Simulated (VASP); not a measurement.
# Ni (Fm-3m) in VASP: further runs, part 2 of 2

VASP 6.6.1. Earlier steps stand in the parts before.

## Step 3: Single point, PBEsol, collinear spin, ferromagnetic start (11.22 Å³/atom)

This run uses another cell than the first one, of 11.22 Å³/atom.

INCAR

```
SYSTEM = Ni
ALGO = Normal
EDIFF = 1E-6
ENCUT = 520
GGA = PS
ISIF = 2
ISMEAR = -1
ISPIN = 2
LASPH = .TRUE.
LCHARG = .FALSE.
LMAXMIX = 4
LORBIT = 11
LREAL = .FALSE.
LWAVE = .FALSE.
MAGMOM = 0.651
NBANDS = 15
NELM = 150
PREC = Accurate
SIGMA = 0.05
```

KPOINTS

```
k-points
0
G
  26 26 26
  0 0 0
```

POSCAR

```
Ni
1.0
    0.0000000000      1.7769672657      1.7769672657
    1.7769672657      0.0000000000      1.7769672657
    1.7769672657      1.7769672657      0.0000000000
Ni
1
Direct
    0.0000000000      0.0000000000      0.0000000000
```

Potentials or basis: VASP PAW PBE potentials, release 64 (Ni).

Command:

```
$ cat potpaw_PBE.64/Ni/POTCAR > POTCAR
$ mpirun -np 1 vasp_std > vasp.out
```

OUTCAR:

```text
SYSTEM = Ni
   EDIFF = 1E-6
   ENCUT = 520
   GGA = PS
   ISIF = 2
   ISMEAR = -1
   ISPIN = 2
   LASPH = .TRUE.
   LORBIT = 11
   LREAL = .FALSE.
   NELM = 150
   PREC = Accurate

 ion  position               nearest neighbor table
   1  0.000  0.000  0.000-

  LATTYP: Found a face centered cubic cell.
 ALAT       =     3.5539345314

  Lattice vectors:

 A1 = (   0.0000000000,   1.7769672657,   1.7769672657)
 A2 = (   1.7769672657,   0.0000000000,   1.7769672657)
 A3 = (   1.7769672657,   1.7769672657,   0.0000000000)

Analysis of symmetry for initial positions (statically):
=====================================================================
 Subroutine PRICEL returns:
 Original cell was already a primitive cell.

 Routine SETGRP: Setting up the symmetry group for a
 face centered cubic supercell.

 Subroutine GETGRP returns: Found 48 space group operations
 (whereof 48 operations were pure point group operations)
 out of a pool of 48 trial point group operations.

The static configuration has the point symmetry O_h .

Analysis of symmetry for dynamics (positions and initial velocities):
=====================================================================
 Subroutine PRICEL returns:
 Original cell was already a primitive cell.

 Routine SETGRP: Setting up the symmetry group for a
 face centered cubic supercell.

 Subroutine GETGRP returns: Found 48 space group operations
 (whereof 48 operations were pure point group operations)
 out of a pool of 48 trial point group operations.

The dynamic configuration has the point symmetry O_h .

Analysis of structural, dynamic, and magnetic symmetry:
=====================================================================
 Subroutine PRICEL returns:
 Original cell was already a primitive cell.

 Routine SETGRP: Setting up the symmetry group for a
 face centered cubic supercell.

 Subroutine GETGRP returns: Found 48 space group operations
 (whereof 48 operations were pure point group operations)
 out of a pool of 48 trial point group operations.

The overall configuration has the point symmetry O_h .

 Subroutine INISYM returns: Found 48 space group operations
 (whereof 48 operations are pure point group operations),
 and found     1 'primitive' translations

----------------------------------------------------------------------------------------

                                     Primitive cell

  volume of cell :      11.2219

  direct lattice vectors                    reciprocal lattice vectors
     0.000000000  1.776967266  1.776967266    -0.281378284  0.281378284  0.281378284
     1.776967266  0.000000000  1.776967266     0.281378284 -0.281378284  0.281378284
     1.776967266  1.776967266  0.000000000     0.281378284  0.281378284 -0.281378284

  length of vectors
     2.513011207  2.513011207  2.513011207     0.487361484  0.487361484  0.487361484

  position of ions in fractional coordinates (direct lattice)
     0.000000000  0.000000000  0.000000000

  ion indices of the primitive-cell ions
   primitive index   ion index
                 1           1

----------------------------------------------------------------------------------------

 KPOINTS: k-points

Automatic generation of k-mesh.
 Grid dimensions read from file:
 generate k-points for:   26   26   26

 Generating k-lattice:

  Cartesian coordinates                     Fractional coordinates (reciprocal lattice)
[... 63 lines left out ...]
   NSW    =      0    number of steps for IOM
   IBRION =     -1    ionic relax: 0-MD 1-quasi-New 2-CG
   NFREE  =      0    steps in history (QN), initial steepest desc. (CG)
   ISIF   =      2    stress and relaxation
   ISYM   =      2    0-nonsym 1-usesym 2-fastsym
   POTIM  = 0.5000    time-step for ionic-motion
   TEBEG  =    0.0;   TEEND  =   0.0 temperature during run
   PSTRESS=    0.0 pullay stress
   NELECT =      10.0000    total number of electrons
   NUPDOWN=      -1.0000    fix difference up-down
   EMIN   =  10.00;   EMAX   =-10.00  energy-range for DOS
   EFERMI =   0.00;   METHOD = LEGACY
   ISMEAR =    -1;   SIGMA  =   0.05  broadening in eV -4-tet -1-fermi 0-gaus
   EFERMI_NEDOS =   21; number of points for ismear=-14 and -15
   IALGO  =     38    algorithm
   IMIX   =      4    mixing-type and parameters
     AMIX     =   0.40;   BMIX     =  1.00
     AMIX_MAG =   1.60;   BMIX_MAG =  1.00
  volume/ion in A,a.u.               =      11.22        75.73
  Fermi-wavevector in a.u.,A,eV,Ry     =   1.575380  2.977037 33.767252  2.481823
  Thomas-Fermi vector in A             =   2.676373
   LORBIT       =     11    0 simple, 1 ext, 2 COOP (PROOUT), +10 PAW based schemes
   GGA     = PS    functional components
   LHFCALC =     F    Hartree Fock is set to
   AEXX    =    0.0000 exact exchange contribution
   IVDW    =     0    specifies the selected vdW correction
   LEPSILON=     F    determine dielectric tensor
   LRPA    =     F    only Hartree local field effects (RPA)
 spin polarized calculation
  energy-cutoff  :      520.00
  volume of cell :       11.22
 maximum number of plane-waves:       313
   NGX =  9   NGY =  9   NGZ =  9

 number of electron      10.0000006 magnetization       0.6364240

 Free energy of the ion-electron system (eV)
  ---------------------------------------------------
  ext. energy  EPLUGINS =         0.00000000
  ---------------------------------------------------
  free energy    TOTEN  =        -6.10075063 eV

  energy without entropy =       -6.08527934  energy(sigma->0) =       -6.09301498

 E-fermi :   8.7594     XC(G=0): -13.2522

 val. band max:        8.7587036273   @ k =  -0.4615   0.2308   0.1154
 cond. band min:       8.7597295668   @ k =   0.3846   0.3846   0.0000
 fundamental gap:      0.0010259395
 Fermi energy:         8.7594052631

 spin component 1

 k-point     1 :       0.0000    0.0000    0.0000
  band No.  band energies     occupation
      1      -0.0851      1.00000
      2       6.4035      1.00000
      3       6.4035      1.00000
      4       6.4035      1.00000
      5       7.5242      1.00000
      6       7.5242      1.00000
      7      32.1932      0.00000
      8      35.7900      0.00000
      9      35.7900      0.00000
     10      35.7900      0.00000
     11      38.6127      0.00000
     12      38.6127      0.00000
     13      38.6127      0.00000
     14      41.7115      0.00000
[... 403 lines left out ...]
      4       6.7384      1.00000
      5       8.0069      1.00000
      6       8.0106      1.00000
      7      17.3956      0.00000
      8      30.9018      0.00000
      9      31.8714      0.00000
     10      33.5860      0.00000
     11      36.3862      0.00000
     12      37.7795      0.00000
     13      41.5384      0.00000
     14      48.6469      0.00000
     15      51.1463      0.00000

 [... further k-points ...]

 spin component 2

 k-point     1 :       0.0000    0.0000    0.0000
  band No.  band energies     occupation
      1      -0.1017      1.00000
      2       7.1376      1.00000
      3       7.1376      1.00000
      4       7.1376      1.00000
      5       8.1458      1.00000
      6       8.1458      1.00000
      7      32.0707      0.00000
      8      35.7924      0.00000
      9      35.7924      0.00000
     10      35.7924      0.00000
     11      38.7261      0.00000
     12      38.7261      0.00000
     13      38.7261      0.00000
     14      41.6133      0.00000
[... 403 lines left out ...]
      4       7.1745      1.00000
      5       8.7083      0.73520
      6       8.7453      0.56997
      7      17.6488      0.00000
      8      30.8133      0.00000
      9      31.9683      0.00000
     10      33.6903      0.00000
     11      36.4248      0.00000
     12      37.8313      0.00000
     13      41.6277      0.00000
     14      48.7501      0.00000
     15      51.2237      0.00000

 [... further k-points ...]
[... 5 lines left out ...]
  --------------------------------------------------------------------------------------
  -------------------------------------------------------------------------------------
  Total       -1.0239947     -1.0239947     -1.0239947      0.0000000      0.0000000      0.0000000
  in kB     -146.1975177   -146.1975177   -146.1975177      0.0000000      0.0000000      0.0000000
  external PRESSURE =    -146.1975177 kB  Pullay stress =       0.0000000 kB

 VOLUME and BASIS-vectors are now :
 -----------------------------------------------------------------------------
  energy-cutoff  :      520.00
  volume of cell :       11.22
      direct lattice vectors                 reciprocal lattice vectors
     0.000000000  1.776967266  1.776967266    -0.281378284  0.281378284  0.281378284
     1.776967266  0.000000000  1.776967266     0.281378284 -0.281378284  0.281378284
     1.776967266  1.776967266  0.000000000     0.281378284  0.281378284 -0.281378284

 POSITION                                       TOTAL-FORCE (eV/Angst)
 -----------------------------------------------------------------------------------
      0.00000      0.00000      0.00000         0.000000      0.000000      0.000000
 -----------------------------------------------------------------------------------
    total drift:                                0.000000      0.000000      0.000000

  FREE ENERGIE OF THE ION-ELECTRON SYSTEM (eV)
  ---------------------------------------------------
  free  energy   TOTEN  =        -6.1007506269 eV

  energy  without entropy=       -6.0852793390  energy(sigma->0) =       -6.09301498

 total charge

# of ion       s       p       d       tot
------------------------------------------
    1        0.487   0.476   8.296   9.259

 magnetization (x)

# of ion       s       p       d       tot
------------------------------------------
    1       -0.006  -0.024   0.679   0.649
```

stdout:

```text
POSCAR found type information on POSCAR Ni
 POSCAR found :  1 types and       1 ions
 scaLAPACK will be used
 -----------------------------------------------------------------------------
|                                                                             |
|                                                                             |
|     You enforced a specific xc type in the INCAR file but a different       |
|     I HOPE YOU KNOW WHAT YOU ARE DOING!                                     |
|                                                                             |
 -----------------------------------------------------------------------------

 LDA part: xc-table for (Slater+PW92), standard interpolation
 POSCAR, INCAR and KPOINTS ok, starting setup
 FFT: planning ... GRIDC
 FFT: planning ... GRID_SOFT
 FFT: planning ... GRID
 WAVECAR not read
 entering main loop
```

It took 4.6 min on 1 thread of Intel Xeon 8259CL, shared host; peak memory 0.24 GiB.

What came out:

| Property | Result |
| --- | --- |
| Free energy | -6.1008 eV |
| Pressure | -14.6 GPa |
| Net moment | 0.64 μB per cell |
| Site moments | Ni +0.65 μB |
| Valence electrons inside the program's atomic spheres | Ni 9.26 |

Caveat: the cell stands under tension; the PAW data sets were made with another functional, which shifts forces and pressure a little.

## Step 4: Single point, PBEsol, collinear spin, ferromagnetic start (11.64 Å³/atom)

This run uses another cell than the first one, of 11.64 Å³/atom.

INCAR

```
SYSTEM = Ni
PREC = Accurate
ENCUT = 520
EDIFF = 1E-7
ISMEAR = -1
SIGMA = 0.05
LREAL = .FALSE.
LASPH = .TRUE.
NELM = 150
ALGO = Normal
ISIF = 2
LWAVE = .FALSE.
LCHARG = .FALSE.
ISPIN = 2
MAGMOM = 0.651
LORBIT = 11
LMAXMIX = 4
GGA = PS
NBANDS = 15
```

KPOINTS

```
regular mesh
0
G
  26 26 26
  0 0 0
```

POSCAR

```
Ni
1.0
    0.0000000000      1.7986397341      1.7986397341
    1.7986397341      0.0000000000      1.7986397341
    1.7986397341      1.7986397341      0.0000000000
Ni
1
Direct
    0.0000000000      0.0000000000      0.0000000000
```

Command:

```
$ cat potpaw_PBE.64/Ni/POTCAR > POTCAR
$ mpirun -np 1 vasp_std > vasp.out
```

Run time: 5.6 min. Hardware: 1 thread of Intel Xeon 8259CL, shared host; peak memory 0.24 GiB.

Results (log left out):

```yaml
Free_energy: -6.0563 eV
Pressure: -19.5 GPa
Net_moment: 0.65 μB per cell
Site_moments: Ni +0.67 μB
Valence_electrons_inside_the_program's_atomic_spheres: Ni 9.20
```

Levels at points of the mesh, in eV from the Fermi level:
Spin up:
| k point | band 1 | band 2 | band 3 | band 4 | band 5 | band 6 | band 7 | band 8 | band 9 | band 10 |
| --- | --- | --- | --- | --- | --- | --- | --- | --- | --- | --- |
| (0.00, 0.00, 0.00) | -8.60 | -2.28 | -2.28 | -2.28 | -1.22 | -1.22 | 23.12 | 26.44 | 26.44 | 26.44 |
| (0.50, 0.00, 0.00) | -4.51 | -2.26 | -2.26 | -0.62 | -0.62 | -0.22 | 5.17 | 21.65 | 23.45 | 23.45 |
| (0.50, 0.50, 0.00) | -4.29 | -3.88 | -0.57 | -0.51 | -0.51 | 2.36 | 8.60 | 14.15 | 14.15 | 18.86 |
Spin down:
| k point | band 3 | band 4 | band 5 | band 6 | band 7 | band 8 |
| --- | --- | --- | --- | --- | --- | --- |
| (0.00, 0.00, 0.00) | -1.53 | -1.53 | -0.58 | -0.58 | 22.99 | 26.44 |
| (0.50, 0.00, 0.00) | -1.62 | -0.26 | 0.15 | 0.15 | 5.59 | 21.53 |
| (0.50, 0.50, 0.00) | 0.09 | 0.35 | 0.35 | 2.34 | 8.87 | 14.17 |

Caveat: the cell stands under tension; the PAW data sets were made with another functional, which shifts forces and pressure a little.

## Step 5: Single point, PBEsol, non-collinear spin, typed start, spin-orbit coupling

This run uses another cell than the first one, of 10.39 Å³/atom.

INCAR

```
SYSTEM = Ni
PREC     = Accurate       ! precision mode
ENCUT    = 520            ! plane-wave cutoff, eV
EDIFF    = 1E-6           ! SCF threshold, eV
ISMEAR   = -1             ! smearing method
SIGMA    = 0.05           ! smearing width, eV
LREAL    = .False.        ! projectors in reciprocal space
LASPH    = .True.         ! aspherical terms in the spheres
NELM     = 150            ! most SCF steps
ALGO     = Normal         ! electronic algorithm
ISIF     = 2              ! what is computed and relaxed
LWAVE    = .False.        ! write WAVECAR
LCHARG   = .True.         ! write CHGCAR
LNONCOLLINEAR= .True.         ! non-collinear magnetism
MAGMOM   = 0 0 0.651      ! initial moments
LORBIT   = 11             ! projections on sites
LSORBIT  = .True.         ! spin-orbit coupling
GGA_COMPAT= .False.      
LORBMOM  = .True.       
LMAXMIX  = 4              ! l up to which the mixer works
GGA      = PS             ! functional
LVHAR    = .True.       
NBANDS   = 21             ! bands
```

KPOINTS

```
Automatic mesh
0
Gamma
  16 16 16
  0 0 0
```

POSCAR

```
Ni
1.0
    0.0000000000      1.7319612684      1.7319612684
    1.7319612684      0.0000000000      1.7319612684
    1.7319612684      1.7319612684      0.0000000000
Ni
1
Direct
    0.0000000000      0.0000000000      0.0000000000
```

Command:

```
$ cat potpaw_PBE.64/Ni/POTCAR > POTCAR
$ mpirun -np 1 vasp_ncl > vasp.out
```

It took 12 min on 1 thread of Intel Xeon 8259CL, shared host; peak memory 0.28 GiB.

Results (log left out):

```yaml
Free_energy: -6.1526 eV
Pressure: -0.4 GPa
Net_moment: 0.58 μB per cell
Valence_electrons_inside_the_program's_atomic_spheres: Ni 9.40
```

Moments on the atoms (μB; x, y, z):
```
Ni  0.00 0.00 0.59
```

Caveat: the PAW data sets were made with another functional, which shifts forces and pressure a little.

## Step 6: The runs side by side

```tsv
spin	cell	k mesh	gap on the mesh (eV)	pressure (GPa)	moment (μB)
collinear, ferromagnetic start	a = 2.482 Å, angles 60.0°, 1 atom	26 × 26 × 26	none	-8.3	0.62
collinear, ferromagnetic start	a = 2.513 Å, angles 60.0°, 1 atom	26 × 26 × 26	none	-14.6	0.64
collinear, ferromagnetic start	a = 2.544 Å, angles 60.0°, 1 atom	26 × 26 × 26	none	-19.5	0.65
non-collinear, typed start, SOC	a = 2.449 Å, angles 60.0°, 1 atom	16 × 16 × 16	-	-0.4	0.58
```

Alike in all rows: task single point; level PBEsol; potentials or basis VASP PAW PBE potentials, release 64 (Ni); cutoff (eV) 520; smearing fermi-dirac 0.05 eV.

Caveats: the PAW data sets were made with another functional, which shifts forces and pressure a little; the cell stands under tension (at least some runs).

Total energies depend on the potentials used, so only differences within one code and one set of settings carry meaning.
